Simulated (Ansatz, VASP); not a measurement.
Two plane-wave programs on ZnS

POSCAR

```
ZnS
1.0
    3.8054503139      0.0000000000      0.0000000000
   -1.9027251570      3.2956166447      0.0000000000
    0.0000000000      0.0000000000      6.2439931235
Zn S
2 2
Direct
    0.3333333333      0.6666666667      0.0003381390
    0.6666666667      0.3333333333      0.5003381390
    0.3333333333      0.6666666667      0.3746618610
    0.6666666667      0.3333333333      0.8746618610
```

File INCAR.step1:

```
SYSTEM = ZnS
PREC = Accurate
ENCUT = 520
ISMEAR = 0
SIGMA = 0.01
LREAL = .False.
LASPH = .True.
NELM = 60
NBANDS = 26
GGA = PE
ALGO = Normal
EDIFF = 1E-4
LWAVE = .True.
LCHARG = .False.
```

Contents of INCAR.step2:

```
SYSTEM = ZnS
PREC = Accurate
ENCUT = 520
EDIFF = 1E-6
ISMEAR = 0
SIGMA = 0.01
LREAL = .False.
LASPH = .True.
NELM = 60
ALGO = Normal
ISIF = 2
LWAVE = .False.
LCHARG = .False.
METAGGA = R2SCAN
LMIXTAU = .True.
NBANDS = 26
ISTART = 1
```

KPOINTS

```
regular mesh
0
Gamma
  12 12 4
  0 0 0
```

Input for Ansatz:

```yaml
crystal:
  lattice:
    - [3.8054503139, 0.0, 0.0]
    - [-1.902725157, 3.2956166447, 0.0]
    - [0.0, 0.0, 6.2439931235]
  atoms:
    - { symbol: Zn, position: [0.3333333333, 0.6666666667, 0.000338139] }
    - { symbol: Zn, position: [0.6666666667, 0.3333333333, 0.500338139] }
    - { symbol: S, position: [0.3333333333, 0.6666666667, 0.374661861] }
    - { symbol: S, position: [0.6666666667, 0.3333333333, 0.874661861] }
kpoints:
  mp_grid: { grid: [12, 12, 4] }
  band_path:
    path:
      - [0.0, 0.0, 0.0]
      - [0.5, 0.0, 0.0]
      - [0.3333333333, 0.3333333333, 0.0]
      - [0.0, 0.0, 0.5]
      - [0.5, 0.0, 0.5]
      - [0.3333333333, 0.3333333333, 0.5]
    npoints: 1
hamiltonian:
  xc: r2scan
scf:
  occupations: { method: fixed }
  n_extra_bands: 5
output:
  forces: true
  stress: true
  eigenvalues: true
```

Alike in both runs: task single point; functional r2SCAN; k mesh 12 × 12 × 4; no spin polarisation.

|  | VASP | Ansatz |
| --- | --- | --- |
| version | VASP 6.6.1 | Ansatz 0.2.0 |
| potentials or method | VASP PAW PBE potentials, release 64 (Zn, S) | plane waves, PAW |
| plane-wave cutoff (eV) | 520 | 500 |
| occupations | gaussian, width 0.01 eV | fixed |
| valence electrons in the cell | 36 | 36 |

VASP gave:

```
gap on the k mesh at the Fermi level (eV) : 2.79
pressure (GPa)                            : 0.1
```

Which values does Ansatz return?

gap on the k mesh at the Fermi level (eV): 2.78; pressure (GPa): 0.0.

VASP's potentials were made for PBE, not for r2SCAN.
